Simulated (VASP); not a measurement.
Input of a VASP 6.6.1 run:

File INCAR:

```
  ALGO = Normal
  EDIFF = 1E-7
  ENCUT = 520
  GGA = PS
  ISIF = 2
  ISMEAR = 0
  LASPH = T
  LCHARG = F
  LREAL = F
  LWAVE = F
  NBANDS = 25
  NELM = 100
  PREC = Accurate
  SIGMA = 0.1
```

The input KPOINTS:

```
k-points
0
Gamma
  6 6 6
```

The input POSCAR:

```
Zr
1.0
    4.9695705052      0.0000000000      0.0000000000
   -2.4847852526      4.3037743034      0.0000000000
    0.0000000000      0.0000000000      3.1199092101
Zr
3
Direct
    0.0000000000      0.0000000000      0.0000000000
    0.3333333333      0.6666666667      0.5000000000
    0.6666666667      0.3333333333      0.5000000000
```

Potentials or basis: VASP PAW PBE potentials, release 64 (Zr_sv).

The run is started by

```console
$ cat potpaw_PBE.64/Zr_sv/POTCAR > POTCAR
$ mpirun -np 1 vasp_std > vasp.out
```

Q: Predict the band gap on the k mesh.

A: Zero (band 18 reaches 9.50 eV, above the bottom of band 19 at 9.09 eV).

Q: Estimate the pressure.

A: -0.1 GPa.

Stress tensor (GPa, compression positive):
```
-0.18  0.00  0.00
 0.00 -0.18  0.00
 0.00  0.00 -0.09
```

Caveat: the PAW data sets were made with another functional, which shifts forces and pressure a little.
